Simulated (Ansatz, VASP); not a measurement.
Two plane-wave programs on SnO2

```
Sn O
1.0
     4.79013    0.00000    0.00000
     0.00000    4.79013    0.00000
     0.00000    0.00000    3.22134
Sn O
2 4
Cartesian
  0.0000 0.0000 0.0000
  2.3951 2.3951 1.6107
  1.4676 1.4676 0.0000
  0.9275 3.8627 1.6107
  3.3225 3.3225 0.0000
  3.8627 0.9275 1.6107
```

Alike in both runs: functional r2SCAN; k mesh 6 × 6 × 10; occupations fermi-dirac, width 0.02 eV; no spin polarisation.

Ansatz relaxed the structure, and its values are those at the end. VASP's run is a single point on that final structure, the one shown.

```csv
,VASP,Ansatz
version,VASP 6.6.1,Ansatz 0.2.0
potentials or method,"VASP PAW PBE potentials, release 64 (Sn_d, O), cutoff 520 eV",PAW plane waves
valence electrons in the cell,52,52
```

```tsv
	VASP	Ansatz	Ansatz less VASP
gap on the k mesh at the Fermi level (eV)	1.58	1.57	-0.008
pressure (GPa)	-2.8	-4.0	-1.16
rms of the force components (eV/Å)	0.014	0.000	-0.0143
```

VASP's potentials were made for PBE, not for r2SCAN. Ansatz's warnings: stress scf threshold loose.
